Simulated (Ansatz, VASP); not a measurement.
## Two plane-wave programs on MgSi4N2

```xyz
7
Lattice="-1.7787 3.2962 4.4968 1.7787 -3.2962 4.4968 1.7787 3.2962 -4.4968" Properties=species:S:1:pos:R:3 pbc="T T T"
Mg    1.7787    0.0000    0.0000
Si    0.0000    4.5008    1.6015
Si    1.7787    1.2046    2.8954
Si    0.0000    2.0916    1.6015
Si    1.7787   -1.2046    2.8954
N     0.0000    1.3942    0.0000
N     0.0000    5.1982    0.0000
```

Alike in both runs: functional PBE; k mesh 8 × 8 × 8; occupations gaussian, width 0.1 eV; no spin polarisation.

Ansatz relaxed the structure, and its values are those at the end. VASP's run is a single point on that final structure, the one shown.

```csv
,VASP,Ansatz
version,VASP 6.6.1,Ansatz 0.2.0
potentials or method,"VASP PAW PBE potentials, release 64 (Mg, Si, N), cutoff 520 eV","scalar-relativistic, plane waves, PAW"
valence electrons in the cell,28,36
```

|  | VASP | Ansatz | Ansatz less VASP |
| --- | --- | --- | --- |
| gap on the k mesh at the Fermi level (eV) | none | none | - |
| pressure (GPa) | -0.1 | 0.1 | +0.20 |
| rms of the force components (eV/Å) | 0.007 | 0.004 | -0.0034 |

A gap of «none» marks a metal or a gap that the smearing closes. VASP's potentials hold 28 valence electrons a cell and Ansatz's 36, so a difference there can come from the potentials and not from the codes.
